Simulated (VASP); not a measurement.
# Be in VASP: further runs

Be is run at these levels: PBEsol; tasks: single point.

All numbers are computed with VASP 6.6.1; they aren't measurements. Logs are shortened: lines on timing, memory, paths and dates and some standing lists are left out, and cuts for length are marked.

## 1. The cell of the first run

Symmetry: P6_3/mmc, No. 194, hexagonal system. Conventional cell: a = 2.270 Å, b = 2.270 Å, c = 3.560 Å, α = 90.00°, β = 90.00°, γ = 120.00°. Be (site symmetry -6m2) has 12 Be at 2.21 to 2.27 Å within 2.9 Å.

## 2. Single point, PBEsol

File INCAR:

```
PREC     = Accurate       # precision mode
ENCUT    = 520            # plane-wave cutoff, eV
EDIFF    = 1E-6           # SCF threshold, eV
ISMEAR   = -1             # smearing method
SIGMA    = 0.05           # smearing width, eV
LREAL    = F              # projectors in reciprocal space
LASPH    = T              # aspherical terms in the spheres
NELM     = 100            # most SCF steps
ALGO     = Normal         # electronic algorithm
ISIF     = 2              # what is computed and relaxed
LWAVE    = F              # write WAVECAR
LCHARG   = F              # write CHGCAR
GGA      = PS             # functional
NBANDS   = 9              # bands
```

File KPOINTS:

```
regular mesh
0
Gamma
  13 13 8
```

File POSCAR:

```
Be
1.0
    2.2699619540      0.0000000000      0.0000000000
   -1.1349809770      1.9658447178      0.0000000000
    0.0000000000      0.0000000000      3.5601442416
Be
2
Direct
    0.6666666667      0.3333333333      0.7500000000
    0.3333333333      0.6666666667      0.2500000000
```

Potentials or basis: VASP PAW PBE potentials, release 64 (Be).

Run with:

```console
> cat potpaw_PBE.64/Be/POTCAR > POTCAR
> mpirun -np 1 vasp_std > vasp.out
```

OUTCAR:

```text
PREC = Accurate
   ENCUT = 520
   EDIFF = 1E-6
   ISMEAR = -1
   LREAL = F
   LASPH = T
   NELM = 100
   ISIF = 2
   GGA = PS

 ion  position               nearest neighbor table
   1  0.667  0.333  0.750-   2 2.21   2 2.21   2 2.21   2 2.21   2 2.21   2 2.21
   2  0.333  0.667  0.250-   1 2.21   1 2.21   1 2.21   1 2.21   1 2.21   1 2.21

  LATTYP: Found a hexagonal cell.
 ALAT       =     2.2699619540
 C/A-ratio  =     1.5683717673

  Lattice vectors:

 A1 = (   2.2699619540,   0.0000000000,   0.0000000000)
 A2 = (  -1.1349809770,   1.9658447178,   0.0000000000)
 A3 = (   0.0000000000,   0.0000000000,   3.5601442416)

Analysis of symmetry for initial positions (statically):
=====================================================================
 Subroutine PRICEL returns:
 Original cell was already a primitive cell.

 Routine SETGRP: Setting up the symmetry group for a
 hexagonal supercell.

 Subroutine GETGRP returns: Found 24 space group operations
 (whereof 12 operations were pure point group operations)
 out of a pool of 24 trial point group operations.

The static configuration has the point symmetry D_3d.
 The point group associated with its full space group is D_6h.

Analysis of symmetry for dynamics (positions and initial velocities):
=====================================================================
 Subroutine PRICEL returns:
 Original cell was already a primitive cell.

 Routine SETGRP: Setting up the symmetry group for a
 hexagonal supercell.

 Subroutine GETGRP returns: Found 24 space group operations
 (whereof 12 operations were pure point group operations)
 out of a pool of 24 trial point group operations.

The dynamic configuration has the point symmetry D_3d.
 The point group associated with its full space group is D_6h.

 Subroutine INISYM returns: Found 24 space group operations
 (whereof 12 operations are pure point group operations),
 and found     1 'primitive' translations

----------------------------------------------------------------------------------------

                                     Primitive cell

  volume of cell :      15.8868

  direct lattice vectors                    reciprocal lattice vectors
     2.269961954  0.000000000  0.000000000     0.440536018  0.254343589  0.000000000
    -1.134980977  1.965844718  0.000000000     0.000000000  0.508687177  0.000000000
     0.000000000  0.000000000  3.560144242     0.000000000  0.000000000  0.280887496

  length of vectors
[... 88 lines left out ...]
   ISIF   =      2    stress and relaxation
   ISYM   =      2    0-nonsym 1-usesym 2-fastsym
   POTIM  = 0.5000    time-step for ionic-motion
   TEBEG  =    0.0;   TEEND  =   0.0 temperature during run
   PSTRESS=    0.0 pullay stress
   NELECT =       4.0000    total number of electrons
   NUPDOWN=      -1.0000    fix difference up-down
   EMIN   =  10.00;   EMAX   =-10.00  energy-range for DOS
   EFERMI =   0.00;   METHOD = LEGACY
   ISMEAR =    -1;   SIGMA  =   0.05  broadening in eV -4-tet -1-fermi 0-gaus
   EFERMI_NEDOS =   21; number of points for ismear=-14 and -15
   IALGO  =     38    algorithm
   IMIX   =      4    mixing-type and parameters
     AMIX     =   0.40;   BMIX     =  1.00
     AMIX_MAG =   1.60;   BMIX_MAG =  1.00
  volume/ion in A,a.u.               =       7.94        53.60
  Fermi-wavevector in a.u.,A,eV,Ry     =   1.033752  1.953508 14.539774  1.068643
  Thomas-Fermi vector in A             =   2.168014
   LORBIT       =      0    0 simple, 1 ext, 2 COOP (PROOUT), +10 PAW based schemes
   GGA     = PS    functional components
   LHFCALC =     F    Hartree Fock is set to
   AEXX    =    0.0000 exact exchange contribution
   IVDW    =     0    specifies the selected vdW correction
   LEPSILON=     F    determine dielectric tensor
   LRPA    =     F    only Hartree local field effects (RPA)
 non-spin polarized calculation
  energy-cutoff  :      520.00
  volume of cell :       15.89
 maximum number of plane-waves:       446
 NGX is ok and might be reduce to    18
   NGX =  9   NGY =  9   NGZ = 13

 number of electron       4.0000000 magnetization

 Free energy of the ion-electron system (eV)
  ---------------------------------------------------
  ext. energy  EPLUGINS =         0.00000000
  ---------------------------------------------------
  free energy    TOTEN  =        -7.99321582 eV

  energy without entropy =       -7.99216762  energy(sigma->0) =       -7.99269172

 E-fermi :   6.8083     XC(G=0): -10.5925

 val. band max:        6.7354551997   @ k =   0.2308   0.1538   0.0000
 cond. band min:       6.8835150075   @ k =   0.3077   0.1538   0.0000
 fundamental gap:      0.1480598078
 Fermi energy:         6.8083459557

 k-point     1 :       0.0000    0.0000    0.0000
  band No.  band energies     occupation
      1      -4.3406      2.00000
      2       2.5717      2.00000
      3       8.1555      0.00000
      4      22.8321      0.00000
      5      22.8321      0.00000
      6      25.6898      0.00000
      7      25.6898      0.00000
      8      27.9151      0.00000
      9      33.9430      0.00000
[... 265 lines left out ...]
 k-point    24 :       0.1538    0.0000    0.1250
  band No.  band energies     occupation
      1      -3.5283      2.00000
      2       2.6370      2.00000
      3       9.4469      0.00000
      4      18.7628      0.00000
      5      20.4052      0.00000
      6      24.9225      0.00000
      7      25.7521      0.00000
      8      25.8644      0.00000
      9      28.9553      0.00000

 [... further k-points ...]

------------------------ aborting loop because EDIFF is reached ----------------------------------------

  FORCE on cell =-STRESS in cart. coord.  units (eV):
  Direction    XX          YY          ZZ          XY          YZ          ZX
  --------------------------------------------------------------------------------------
  -------------------------------------------------------------------------------------
  Total       -0.1001883     -0.1001883     -0.1448954      0.0000000      0.0000000      0.0000000
  in kB      -10.1039755    -10.1039755    -14.6126770      0.0000000      0.0000000      0.0000000
  external PRESSURE =     -11.6068760 kB  Pullay stress =       0.0000000 kB

 VOLUME and BASIS-vectors are now :
 -----------------------------------------------------------------------------
  energy-cutoff  :      520.00
  volume of cell :       15.89
      direct lattice vectors                 reciprocal lattice vectors
     2.269961954  0.000000000  0.000000000     0.440536018  0.254343589  0.000000000
    -1.134980977  1.965844718  0.000000000     0.000000000  0.508687177  0.000000000
     0.000000000  0.000000000  3.560144242     0.000000000  0.000000000  0.280887496

 POSITION                                       TOTAL-FORCE (eV/Angst)
 -----------------------------------------------------------------------------------
      1.13498      0.65528      2.67011         0.000000      0.000000      0.000000
     -0.00000      1.31056      0.89004        -0.000000     -0.000000      0.000000
 -----------------------------------------------------------------------------------
    total drift:                                0.000000     -0.000000      0.000000

  FREE ENERGIE OF THE ION-ELECTRON SYSTEM (eV)
  ---------------------------------------------------
  free  energy   TOTEN  =        -7.9932158191 eV

  energy  without entropy=       -7.9921676167  energy(sigma->0) =       -7.99269172
```

OSZICAR:

```text
N       E                     dE             d eps       ncg     rms          rms(c)
DAV:   1    -0.316005163055E+01   -0.31601E+01   -0.18622E+03  1890   0.372E+02
DAV:   2    -0.796671943470E+01   -0.48067E+01   -0.46889E+01  2874   0.549E+01
DAV:   3    -0.802562424757E+01   -0.58905E-01   -0.58737E-01  2184   0.391E+00
DAV:   4    -0.802571078885E+01   -0.86541E-04   -0.86537E-04  2343   0.156E-01
DAV:   5    -0.802571084211E+01   -0.53257E-07   -0.53931E-07  2122   0.375E-03    0.124E+00
DAV:   6    -0.800286851711E+01    0.22842E-01   -0.24258E-03  2019   0.476E-01    0.754E-01
DAV:   7    -0.799321678236E+01    0.96517E-02   -0.34684E-03  2010   0.494E-01    0.139E-02
DAV:   8    -0.799321519642E+01    0.15859E-05   -0.15328E-05  2110   0.270E-02    0.592E-03
DAV:   9    -0.799321581906E+01   -0.62265E-06   -0.41730E-07  1898   0.439E-03
   1 F= -.79932158E+01 E0= -.79926917E+01  d E =-.104820E-02
```

Run time: 4.2 s. Hardware: 1 thread of AMD EPYC 9R45 (Zen 5), shared host; peak memory 0.09 GiB.

What came out:

| Item | Value |
| --- | --- |
| Free energy | -7.9932 eV |
| Pressure | -1.2 GPa |
| Band gap on the k mesh | zero (band 2 reaches 8.06 eV, above the bottom of band 3 at 6.44 eV) |

Caveat: the PAW data sets were made with another functional, which shifts forces and pressure a little.

## 3. Single point, PBEsol

This run uses another cell than the first one, of 8.43 Å³/atom, 1.061 times its volume.

File INCAR:

```
SYSTEM = Be
ALGO = Normal
EDIFF = 1E-6
ENCUT = 520
GGA = PS
ISIF = 2
ISMEAR = -1
LASPH = .TRUE.
LCHARG = .FALSE.
LREAL = .FALSE.
LWAVE = .FALSE.
NBANDS = 9
NELM = 80
PREC = Accurate
SIGMA = 0.05
```

File KPOINTS:

```
k-points
0
G
  13 13 8
  0 0 0
```

File POSCAR:

```
Be
1.0
    2.3153731856      0.0000000000      0.0000000000
   -1.1576865928      2.0051719980      0.0000000000
    0.0000000000      0.0000000000      3.6313659352
Be
2
Direct
    0.6666666667      0.3333333333      0.7500000000
    0.3333333333      0.6666666667      0.2500000000
```

Potentials or basis: VASP PAW PBE potentials, release 64 (Be).

Run with:

```console
> cat potpaw_PBE.64/Be/POTCAR > POTCAR
> mpirun -np 1 vasp_std > vasp.out
```

It took 4.4 s on 1 thread of AMD EPYC 9R45 (Zen 5), shared host; peak memory 0.09 GiB.

Results (log left out):

```yaml
Free_energy: -7.9657 eV
Pressure: -7.6 GPa
Band_gap_on_the_k_mesh: zero (band 2 reaches 7.57 eV, above the bottom of band 3 at 5.98 eV)
```

Stress tensor (GPa, compression positive):
```
-7.16  0.00  0.00
 0.00 -7.16  0.00
 0.00  0.00 -8.56
```

Levels at points of the mesh, in eV from the Fermi level:
```tsv
k point	band 1	band 2	band 3	band 4	band 5
(0.00, 0.00, 0.00)	-10.85	-4.05	1.13	15.28	15.28
(0.00, 0.00, 0.50)	-8.73	-8.73	10.45	10.45	16.86
```

Caveat: the PAW data sets were made with another functional, which shifts forces and pressure a little.

## 4. Single point, PBEsol (atoms moved at random)

File INCAR:

```
SYSTEM = Be
PREC     = Accurate       ! precision mode
ENCUT    = 520            ! plane-wave cutoff, eV
EDIFF    = 1E-7           ! SCF threshold, eV
ISMEAR   = -1             ! smearing method
SIGMA    = 0.05           ! smearing width, eV
LREAL    = .False.        ! projectors in reciprocal space
LASPH    = .True.         ! aspherical terms in the spheres
NELM     = 100            ! most SCF steps
ALGO     = Normal         ! electronic algorithm
ISIF     = 2              ! what is computed and relaxed
LWAVE    = .False.        ! write WAVECAR
LCHARG   = .False.        ! write CHGCAR
GGA      = PS             ! functional
NBANDS   = 9              ! bands
```

File KPOINTS:

```
regular mesh
0
Gamma
  13 13 8
  0 0 0
```

File POSCAR:

```
Be
1.0
    2.2853000000      0.0000000000      0.0000000000
   -1.1426500000      1.9791278553      0.0000000000
    0.0000000000      0.0000000000      3.5842000000
Be
2
Direct
    0.6882380000      0.3384440000      0.7501790000
    0.3173940000      0.6567560000      0.2585440000
```

Run with:

```console
> cat potpaw_PBE.64/Be/POTCAR > POTCAR
> mpirun -np 1 vasp_std > vasp.out
```

It took 29 s on 1 thread of AMD EPYC 9R45 (Zen 5), shared host; peak memory 0.15 GiB.

It converged, with:

* Free energy: -7.9747 eV
* Pressure: -3.3 GPa
* Largest force: 0.364 eV/Å
* Band gap on the k mesh: zero (band 2 reaches 7.95 eV, above the bottom of band 3 at 6.28 eV)

Forces in eV/Å, atoms in the order of the input:
```
Be  -0.256 -0.118  0.230
Be   0.256  0.118 -0.230
```

Stress tensor (GPa, compression positive):
```
-2.57  1.43 -0.28
 1.43 -3.83 -0.13
-0.28 -0.13 -3.55
```

Levels at points of the mesh, in eV from the Fermi level:
| k point | band 1 | band 2 | band 3 | band 4 | band 5 | band 6 |
| --- | --- | --- | --- | --- | --- | --- |
| (0.00, 0.00, 0.00) | -11.03 | -4.16 | 1.28 | 15.56 | 16.03 | 18.22 |
| (0.00, 0.00, 0.50) | -8.95 | -8.82 | 10.53 | 11.05 | 17.26 | 17.38 |

Caveat: the cell differs from its parent crystal (atoms moved at random); the PAW data sets were made with another functional, which shifts forces and pressure a little.

[end of part 1 of 2]
